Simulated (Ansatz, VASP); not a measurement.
One calculation of LiF, two programs

```
Li F
1.0
     0.00000    2.00785    2.00785
     2.00785    0.00000    2.00785
     2.00785    2.00785    0.00000
Li F
1 1
Direct
  0.00000 0.00000 0.00000
  0.50000 0.50000 0.50000
```

Alike in both runs: functional r2SCAN; k mesh 12 × 12 × 12; occupations fermi-dirac, width 0.02 eV; no spin polarisation.

Ansatz relaxed the structure, and its values are those at the end. VASP's run is a single point on that final structure, the one shown.

|  | VASP | Ansatz |
| --- | --- | --- |
| version | VASP 6.6.1 | Ansatz 0.2.0 |
| potentials or method | VASP PAW PBE potentials, release 64 (Li_sv, F), cutoff 520 eV | PAW plane waves |
| valence electrons in the cell | 10 | 10 |

VASP gave:

- gap on the k mesh at the Fermi level (eV): 10.37

**Question.** What did Ansatz give for the same quantities?

**Answer.** gap on the k mesh at the Fermi level (eV): 10.15.

VASP's potentials were made for PBE, not for r2SCAN. Ansatz's warnings: stress scf threshold loose.

Noted on VASP's run: the cutoff is short for stress, so the pressure is rough.
